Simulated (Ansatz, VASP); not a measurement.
# Two plane-wave programs on RbRe

The input INCAR:

```
SYSTEM = RbRe
ALGO = Normal
EDIFF = 1E-6
ENCUT = 520
GGA = PE
ISIF = 2
ISMEAR = 0
LASPH = .True.
LCHARG = .False.
LREAL = .False.
LWAVE = .False.
NBANDS = 24
NELM = 60
PREC = Accurate
SIGMA = 0.1
```

Contents of KPOINTS:

```
k-points
0
Gamma
  4 6 4
  0 0 0
```

POSCAR

```
RbRe
1.0
    5.4797755324      0.0000000000      0.0000000000
    0.0000000000      3.6263220435      0.0000000000
    0.0000000000      0.0000000000      5.5948968671
Rb Re
2 2
Direct
    0.7500000000      0.0000000000      0.6870000000
    0.2500000000      0.0000000000      0.3130000000
    0.7500000000      0.5000000000      0.1880000000
    0.2500000000      0.5000000000      0.8120000000
```

Input for Ansatz:

```yaml
crystal:
  lattice:
    - [5.4797755324, 0.0, 0.0]
    - [0.0, 3.6263220435, 0.0]
    - [0.0, 0.0, 5.5948968671]
  atoms:
    - { symbol: Rb, position: [0.75, 0.0, 0.687] }
    - { symbol: Rb, position: [0.25, 0.0, 0.313] }
    - { symbol: Re, position: [0.75, 0.5, 0.188] }
    - { symbol: Re, position: [0.25, 0.5, 0.812] }
basis:
  ecutwfc: 420
kpoints:
  mp_grid: { grid: [4, 6, 4] }
hamiltonian:
  xc: pbe
scf:
  occupations: { method: gaussian, width: 0.1 }
  lower_state_search: "off"
output:
  forces: true
  stress: true
  eigenvalues: true
```

Alike in both runs: task single point; functional PBE; k mesh 4 × 6 × 4; occupations gaussian, width 0.1 eV; no spin polarisation.

|  | VASP | Ansatz |
| --- | --- | --- |
| version | VASP 6.6.1 | Ansatz 0.2.0 |
| potentials or method | VASP PAW PBE potentials, release 64 (Rb_sv, Re), cutoff 520 eV | scalar-relativistic, plane waves, PAW |
| valence electrons in the cell | 32 | 48 |

```tsv
	VASP	Ansatz	Ansatz less VASP
gap on the k mesh at the Fermi level (eV)	none	none	-
pressure (GPa)	-2.4	-2.5	-0.06
traceless stress, the component that is largest in VASP (GPa)	3.11	3.14	+0.029
rms of the force components (eV/Å)	1.128	1.133	+0.0052
```

Atom by atom the forces differ by 0.007 eV/Å (rms over components). A gap of «none» marks a metal or a gap that the smearing closes. VASP's potentials hold 32 valence electrons a cell and Ansatz's 48, so a difference there can come from the potentials and not from the codes.

Neither program's run includes spin-orbit coupling.
